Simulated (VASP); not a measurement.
# Cu4Mo (P6/mmm) in VASP: further runs

Cu4Mo is run at these levels: PBE; tasks: single point, relaxation of cell and atoms.

Program: VASP 6.6.1. These are calculated values, not measurements. Logs are shortened: lines on timing, memory, paths and dates and some standing lists are left out, and cuts for length are marked.

### 1 The cell of the first run

Symmetry: P6/mmm, No. 191, hexagonal system. The conventional cell has a = 3.502 Å, b = 3.502 Å, c = 6.565 Å, α = 90.00°, β = 90.00°, γ = 120.00°. Cu (site symmetry 3m) has 4 Cu at 2.02 to 2.23 Å and 3 Mo at 2.31 Å within 2.7 Å. Within 3.1 Å of Mo (site symmetry 6/mmm) lie 12 Cu at 2.31 Å.

### 2 Single point, PBE

The input, INCAR:

```
SYSTEM = Cu4Mo
ALGO = Normal
EDIFF = 1E-6
ENCUT = 520
GGA = PE
ISIF = 2
ISMEAR = 0
LASPH = .True.
LCHARG = .False.
LREAL = .False.
LWAVE = .False.
NBANDS = 37
NELM = 100
PREC = Accurate
SIGMA = 0.1
```

The input, KPOINTS:

```
k-points
0
Gamma
  6 6 4
  0 0 0
```

The input, POSCAR:

```
Cu4Mo
1.0
    3.5020679400      0.0000000000      0.0000000000
   -1.7510339700      3.0328798000      0.0000000000
    0.0000000000      0.0000000000      6.5654763200
Cu Mo
4 1
Direct
    0.3333333300      0.6666666700      0.6701708300
    0.3333333300      0.6666666700      0.3298291700
    0.6666666700      0.3333333300      0.3298291700
    0.6666666700      0.3333333300      0.6701708300
    0.0000000000      0.0000000000      0.5000000000
```

Potentials or basis: VASP PAW PBE potentials, release 64 (Cu, Mo_sv).

Started as:

```sh
cat potpaw_PBE.64/Cu/POTCAR potpaw_PBE.64/Mo_sv/POTCAR > POTCAR
mpirun -np 1 vasp_std > vasp.out
```

OUTCAR:

```text
SYSTEM = Cu4Mo
   EDIFF = 1E-6
   ENCUT = 520
   GGA = PE
   ISIF = 2
   ISMEAR = 0
   LASPH = .True.
   LREAL = .False.
   NELM = 100
   PREC = Accurate

 ion  position               nearest neighbor table
   1  0.333  0.667  0.670-   4 2.02   4 2.02   4 2.02   2 2.23   5 2.31   5 2.31   5 2.31
   2  0.333  0.667  0.330-   3 2.02   3 2.02   3 2.02   1 2.23   5 2.31   5 2.31   5 2.31
   3  0.667  0.333  0.330-   2 2.02   2 2.02   2 2.02   4 2.23   5 2.31   5 2.31   5 2.31
   4  0.667  0.333  0.670-   1 2.02   1 2.02   1 2.02   3 2.23   5 2.31   5 2.31   5 2.31
   5  0.000  0.000  0.500-   1 2.31   2 2.31   3 2.31   4 2.31   1 2.31   2 2.31   3 2.31   4 2.31
                             3 2.31   4 2.31   1 2.31   2 2.31

  LATTYP: Found a hexagonal cell.
 ALAT       =     3.5020679400
 C/A-ratio  =     1.8747427042

  Lattice vectors:

 A1 = (   3.5020679400,   0.0000000000,   0.0000000000)
 A2 = (  -1.7510339700,   3.0328798000,   0.0000000000)
 A3 = (   0.0000000000,   0.0000000000,   6.5654763200)

Analysis of symmetry for initial positions (statically):
=====================================================================
 Subroutine PRICEL returns:
 Original cell was already a primitive cell.

 Routine SETGRP: Setting up the symmetry group for a
 hexagonal supercell.

 Subroutine GETGRP returns: Found 24 space group operations
 (whereof 24 operations were pure point group operations)
 out of a pool of 24 trial point group operations.

The static configuration has the point symmetry D_6h.

Analysis of symmetry for dynamics (positions and initial velocities):
=====================================================================
 Subroutine PRICEL returns:
 Original cell was already a primitive cell.

 Routine SETGRP: Setting up the symmetry group for a
 hexagonal supercell.

 Subroutine GETGRP returns: Found 24 space group operations
 (whereof 24 operations were pure point group operations)
 out of a pool of 24 trial point group operations.

The dynamic configuration has the point symmetry D_6h.

 Subroutine INISYM returns: Found 24 space group operations
 (whereof 24 operations are pure point group operations),
 and found     1 'primitive' translations

----------------------------------------------------------------------------------------

                                     Primitive cell

  volume of cell :      69.7342

  direct lattice vectors                    reciprocal lattice vectors
     3.502067940  0.000000000  0.000000000     0.285545574  0.164859814  0.000000000
    -1.751033970  3.032879800  0.000000000     0.000000000  0.329719628  0.000000000
     0.000000000  0.000000000  6.565476320     0.000000000  0.000000000  0.152311874

  length of vectors
     3.502067940  3.502067938  6.565476320     0.329719628  0.329719628  0.152311874

  position of ions in fractional coordinates (direct lattice)
     0.333333330  0.666666670  0.670170830
     0.333333330  0.666666670  0.329829170
     0.666666670  0.333333330  0.329829170
     0.666666670  0.333333330  0.670170830
     0.000000000  0.000000000  0.500000000

  ion indices of the primitive-cell ions
   primitive index   ion index
                 1           1
                 2           2
                 3           3
                 4           4
                 5           5

----------------------------------------------------------------------------------------

 KPOINTS: k-points

Automatic generation of k-mesh.
 Grid dimensions read from file:
 generate k-points for:    6    6    4

 Generating k-lattice:

  Cartesian coordinates                     Fractional coordinates (reciprocal lattice)
     0.047590929  0.027476636  0.000000000     0.166666667  0.000000000  0.000000000
     0.000000000  0.054953271  0.000000000     0.000000000  0.166666667  0.000000000
     0.000000000  0.000000000  0.038077968     0.000000000  0.000000000  0.250000000

  Length of vectors
     0.054953271  0.054953271  0.038077968

  Shift w.r.t. Gamma in fractional coordinates (k-lattice)
     0.000000000  0.000000000  0.000000000

 Subroutine IBZKPT returns following result:
 ===========================================

 Found     21 irreducible k-points:

 Following reciprocal coordinates:
            Coordinates               Weight
  0.000000  0.000000  0.000000      1.000000
  0.166667 -0.000000  0.000000      6.000000
  0.333333 -0.000000  0.000000      6.000000
  0.500000 -0.000000  0.000000      3.000000
  0.166667  0.166667  0.000000      6.000000
  0.333333  0.166667  0.000000     12.000000
[... 13 lines left out ...]
  0.333333  0.166667  0.500000     12.000000
  0.333333  0.333333  0.500000      2.000000
   k-points           NKPTS =     21   k-points in BZ     NKDIM =     21   number of bands    NBANDS=     37
   number of dos      NEDOS =    301   number of ions     NIONS =      5
   total plane-waves  NPLWV =  39200
   dimension x,y,z NGX =    28 NGY =   28 NGZ =   50
   dimension x,y,z NGXF=    56 NGYF=   56 NGZF=  100
   ions per type =               4   1
   NGX,Y,Z   is equivalent  to a cutoff of  13.29, 13.29, 12.66 a.u.
   NGXF,Y,Z  is equivalent  to a cutoff of  26.58, 26.58, 25.32 a.u.
 SYSTEM =  Cu4Mo
   PREC   = accura    normal or accurate (medium, high low for compatibility)
   ISTART =      0    job   : 0-new  1-cont  2-samecut
   ICHARG =      2    charge: 1-file 2-atom 10-const
   ISPIN  =      1    spin polarized calculation?
   LNONCOLLINEAR =      F non collinear calculations
   LSORBIT =      F    spin-orbit coupling
   LASPH  =      T    aspherical Exc in radial PAW
   ENCUT  =  520.0 eV  38.22 Ry    6.18 a.u.   6.51  6.51 12.21*2*pi/ulx,y,z
   NELM   =    100;   NELMIN=  2; NELMDL= -5     # of ELM steps
   EDIFF  = 0.1E-05   stopping-criterion for ELM
   LREAL  =      F    real-space projection
   EDIFFG = 0.1E-04   stopping-criterion for IOM
   NSW    =      0    number of steps for IOM
   IBRION =     -1    ionic relax: 0-MD 1-quasi-New 2-CG
   NFREE  =      0    steps in history (QN), initial steepest desc. (CG)
   ISIF   =      2    stress and relaxation
   ISYM   =      2    0-nonsym 1-usesym 2-fastsym
   POTIM  = 0.5000    time-step for ionic-motion
   TEBEG  =    0.0;   TEEND  =   0.0 temperature during run
   PSTRESS=    0.0 pullay stress
   NELECT =      58.0000    total number of electrons
   NUPDOWN=      -1.0000    fix difference up-down
   EMIN   =  10.00;   EMAX   =-10.00  energy-range for DOS
   EFERMI =   0.00;   METHOD = LEGACY
   ISMEAR =     0;   SIGMA  =   0.10  broadening in eV -4-tet -1-fermi 0-gaus
   EFERMI_NEDOS =   21; number of points for ismear=-14 and -15
   IALGO  =     38    algorithm
   IMIX   =      4    mixing-type and parameters
     AMIX     =   0.40;   BMIX     =  1.00
     AMIX_MAG =   1.60;   BMIX_MAG =  1.00
  volume/ion in A,a.u.               =      13.95        94.12
  Fermi-wavevector in a.u.,A,eV,Ry     =   1.539580  2.909384 32.249964  2.370305
  Thomas-Fermi vector in A             =   2.645788
   LORBIT       =      0    0 simple, 1 ext, 2 COOP (PROOUT), +10 PAW based schemes
   GGA     = PE    functional components
   LHFCALC =     F    Hartree Fock is set to
   AEXX    =    0.0000 exact exchange contribution
   IVDW    =     0    specifies the selected vdW correction
   LEPSILON=     F    determine dielectric tensor
   LRPA    =     F    only Hartree local field effects (RPA)
 non-spin polarized calculation
 Gauss-broadening in eV      SIGMA  =   0.10
  energy-cutoff  :      520.00
  volume of cell :       69.73
 maximum number of plane-waves:      1908
 NGX is ok and might be reduce to    28
   NGX = 13   NGY = 13   NGZ = 25

 number of electron      58.0000027 magnetization

 Free energy of the ion-electron system (eV)
  ---------------------------------------------------
  ext. energy  EPLUGINS =         0.00000000
  ---------------------------------------------------
  free energy    TOTEN  =       -12.38448290 eV

  energy without entropy =      -12.34701657  energy(sigma->0) =      -12.36574974

 E-fermi :   7.4946     XC(G=0): -11.2568

 val. band max:        7.4874049330   @ k =   0.3333   0.1667   0.5000
 cond. band min:       7.5149446519   @ k =   0.1667   0.1667   0.5000
 fundamental gap:      0.0275397188
 Fermi energy:         7.4946359841

 k-point     1 :       0.0000    0.0000    0.0000
  band No.  band energies     occupation
      1     -53.2213      2.00000
      2     -27.6317      2.00000
      3     -27.6317      2.00000
      4     -27.4677      2.00000
      5      -2.3987      2.00000
      6       0.1070      2.00000
[... 29 lines left out ...]
     36      16.6730      0.00000
     37      18.1551      0.00000

 k-point     2 :       0.1667   -0.0000    0.0000
  band No.  band energies     occupation
      1     -53.2182      2.00000
      2     -27.6725      2.00000
      3     -27.6408      2.00000
      4     -27.4604      2.00000
      5      -1.8564      2.00000
      6       0.1117      2.00000
[... 29 lines left out ...]
     36      17.1446      0.00000
     37      17.2661      0.00000

 k-point     3 :       0.3333   -0.0000    0.0000
  band No.  band energies     occupation
      1     -53.2121      2.00000
      2     -27.7522      2.00000
      3     -27.6588      2.00000
      4     -27.4462      2.00000
      5      -0.8002      2.00000
      6       0.2823      2.00000
[... 29 lines left out ...]
     36      15.3916      0.00000
     37      17.9086      0.00000

 k-point     4 :       0.5000   -0.0000    0.0000
  band No.  band energies     occupation
      1     -53.2090      2.00000
      2     -27.7912      2.00000
      3     -27.6678      2.00000
      4     -27.4393      2.00000
      5      -0.6282      2.00000
      6       0.7395      2.00000
[... 29 lines left out ...]
     36      13.7845      0.00000
     37      18.0289      0.00000
[... 563 lines left out ...]
      1     -53.2136      2.00000
      2     -27.7250      2.00000
      3     -27.6619      2.00000
      4     -27.4498      2.00000
      5      -0.9393      2.00000
      6       0.1359      2.00000
[... 29 lines left out ...]
     36      14.2156      0.00000
     37      15.6370      0.00000

 k-point    20 :       0.3333    0.1667    0.5000
  band No.  band energies     occupation
      1     -53.2090      2.00000
      2     -27.7704      2.00000
      3     -27.6885      2.00000
      4     -27.4396      2.00000
      5      -0.3035      2.00000
      6       0.5480      2.00000
[... 29 lines left out ...]
     36      13.9686      0.00000
     37      15.9457      0.00000

 k-point    21 :       0.3333    0.3333    0.5000
  band No.  band energies     occupation
      1     -53.2075      2.00000
      2     -27.7413      2.00000
      3     -27.7413      2.00000
      4     -27.4364      2.00000
      5       0.4539      2.00000
      6       0.4539      2.00000
[... 29 lines left out ...]
     36      14.4987      0.00000
     37      14.4987      0.00000

------------------------ aborting loop because EDIFF is reached ----------------------------------------

  FORCE on cell =-STRESS in cart. coord.  units (eV):
  Direction    XX          YY          ZZ          XY          YZ          ZX
  --------------------------------------------------------------------------------------
  -------------------------------------------------------------------------------------
  Total       56.7848699     56.7848698     25.1380291      0.0000000     -0.0000000     -0.0000000
  in kB     1304.6595944   1304.6595928    577.5582631      0.0000000     -0.0000000     -0.0000000
  external PRESSURE =    1062.2924834 kB  Pullay stress =       0.0000000 kB

 VOLUME and BASIS-vectors are now :
 -----------------------------------------------------------------------------
  energy-cutoff  :      520.00
  volume of cell :       69.73
      direct lattice vectors                 reciprocal lattice vectors
     3.502067940  0.000000000  0.000000000     0.285545574  0.164859814  0.000000000
    -1.751033970  3.032879800  0.000000000     0.000000000  0.329719628  0.000000000
     0.000000000  0.000000000  6.565476320     0.000000000  0.000000000  0.152311874

 POSITION                                       TOTAL-FORCE (eV/Angst)
 -----------------------------------------------------------------------------------
     -0.00000      2.02192      4.39999         0.000000      0.000000      5.744978
     -0.00000      2.02192      2.16549        -0.000000      0.000000     -5.744978
      1.75103      1.01096      2.16549        -0.000000     -0.000000     -5.744978
      1.75103      1.01096      4.39999        -0.000000     -0.000000      5.744978
      0.00000      0.00000      3.28274         0.000000      0.000000      0.000000
 -----------------------------------------------------------------------------------
    total drift:                               -0.000000      0.000000     -0.000000

  FREE ENERGIE OF THE ION-ELECTRON SYSTEM (eV)
  ---------------------------------------------------
  free  energy   TOTEN  =       -12.3844829001 eV

  energy  without entropy=      -12.3470165733  energy(sigma->0) =      -12.36574974
```

Run time: 44 s. Hardware: 1 thread of Intel Xeon Platinum 8488C (Sapphire Rapids), shared host; peak memory 0.21 GiB.

Results:

| Property | Result |
| --- | --- |
| Free energy | -12.3845 eV |
| Pressure | 106.2 GPa |
| Largest force | 5.745 eV/Å |
| Band gap on the k mesh | zero (band 29 reaches 7.73 eV, above the bottom of band 30 at 7.45 eV) |

Forces on the atoms (eV/Å):
```
Cu   0.000  0.000  5.745
Cu   0.000  0.000 -5.745
Cu   0.000  0.000 -5.745
Cu   0.000  0.000  5.745
Mo   0.000  0.000  0.000
```

Caveat: forces of over 1 eV/Å act on the atoms, so gaps and moduli don't describe the material at rest.

[end of part 1 of 3]
